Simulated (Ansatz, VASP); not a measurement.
Al3Pd: VASP beside Ansatz

File INCAR:

```
SYSTEM = Al3Pd
PREC = Accurate ; ENCUT = 520
EDIFF = 1E-6 ; ISMEAR = 0
SIGMA = 0.1 ; LREAL = .False.
LASPH = .True. ; NELM = 100
ALGO = Normal ; ISIF = 2
LWAVE = .False. ; LCHARG = .False.
GGA = PE ; NBANDS = 18
```

KPOINTS

```
regular mesh
0
Gamma
  8 8 8
  0 0 0
```

Contents of POSCAR:

```
Al3Pd
1.0
    3.9469100000      0.0000000000      0.0000000000
    0.0000000000      3.9469100000      0.0000000000
    0.0000000000      0.0000000000      3.9469100000
Al Pd
3 1
Direct
    0.0000000000      0.5000000000      0.5000000000
    0.5000000000      0.0000000000      0.5000000000
    0.5000000000      0.5000000000      0.0000000000
    0.0000000000      0.0000000000      0.0000000000
```

Input for Ansatz:

```yaml
crystal:
  lattice:
    - [3.94691, 0.0, 0.0]
    - [0.0, 3.94691, 0.0]
    - [0.0, 0.0, 3.94691]
  atoms:
    - { symbol: Al, position: [0.0, 0.5, 0.5] }
    - { symbol: Al, position: [0.5, 0.0, 0.5] }
    - { symbol: Al, position: [0.5, 0.5, 0.0] }
    - { symbol: Pd, position: [0.0, 0.0, 0.0] }
basis:
  ecutwfc: 420
kpoints:
  mp_grid: { grid: [8, 8, 8] }
hamiltonian:
  xc: pbe
scf:
  occupations: { method: gaussian, width: 0.1 }
output:
  forces: true
  stress: true
  eigenvalues: true
```

Alike in both runs: task single point; functional PBE; k mesh 8 × 8 × 8; occupations gaussian, width 0.1 eV; no spin polarisation.

|  | VASP | Ansatz |
| --- | --- | --- |
| version | VASP 6.6.1 | Ansatz 0.2.0 |
| potentials or method | VASP PAW PBE potentials, release 64 (Al, Pd), cutoff 520 eV | scalar-relativistic, plane waves, PAW |
| valence electrons in the cell | 19 | 27 |

```csv
,VASP,Ansatz,Ansatz less VASP
gap on the k mesh at the Fermi level (eV),none,none,-
pressure (GPa),0.9,0.9,+0.04
```

A gap of «none» marks a metal or a gap that the smearing closes. VASP's potentials hold 19 valence electrons a cell and Ansatz's 27, so a difference there can come from the potentials and not from the codes.
